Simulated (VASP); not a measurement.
The system is Sr3Cl4.

```
CELL_PARAMETERS angstrom
5.34444 0.00000 0.00000
0.00000 5.34444 0.00000
0.00000 0.00000 5.34444
ATOMIC_POSITIONS crystal
Sr 0.50000 0.00000 0.00000
Sr 0.00000 0.50000 0.00000
Sr 0.00000 0.00000 0.50000
Cl 0.00000 0.50000 0.50000
Cl 0.50000 0.00000 0.50000
Cl 0.50000 0.50000 0.00000
Cl 0.00000 0.00000 0.00000
```

The cell was built from a structure type or drawn by symmetry, and may not be a known phase.

```yaml
Program: VASP 6.6.1
Task: relaxation of cell and atoms
Functional: PBE
Potentials_or_basis: VASP PAW PBE potentials, release 64 (Sr_sv, Cl)
Cutoff: 600 eV
k_mesh: 4 × 4 × 4
Occupations: gaussian, width 0.1 eV
Spin: no spin polarisation
```

At the start: pressure 21.2 GPa; volume 21.81 Å³/atom.

Q: Where does the relaxation end?

A: Over 4 steps the energy falls by 388.6 meV/atom and the volume is 30.26 Å³/atom (+38.7 %); space group Pm-3m (No. 221, to 0.1 Å) before and after.

The path:
| step | energy change (eV) | largest force (eV/Å) | pressure (GPa) | volume (Å³) |
| --- | --- | --- | --- | --- |
| 1 | 0.0000 | 0.0000 | 21.18 | 152.65 |
| 2 | -2.6500 | 0.0000 | -1.11 | 225.62 |
| 3 | -2.7202 | 0.0000 | 0.24 | 209.11 |
| 4 | -2.7205 | 0.0000 | -0.19 | 211.79 |

Final structure:
```yaml
crystal:
  lattice:
    - [5.96075, 0.00000, 0.00000]
    - [0.00000, 5.96075, 0.00000]
    - [0.00000, 0.00000, 5.96075]
  atoms:
    - { symbol: Sr, position: [0.50000, 0.00000, 0.00000] }
    - { symbol: Sr, position: [0.00000, 0.50000, 0.00000] }
    - { symbol: Sr, position: [0.00000, 0.00000, 0.50000] }
    - { symbol: Cl, position: [0.00000, 0.50000, 0.50000] }
    - { symbol: Cl, position: [0.50000, 0.00000, 0.50000] }
    - { symbol: Cl, position: [0.50000, 0.50000, 0.00000] }
    - { symbol: Cl, position: [0.00000, 0.00000, 0.00000] }
```

Caveat: the volume moved by over 15 % at a fixed basis, so the end points are rough.
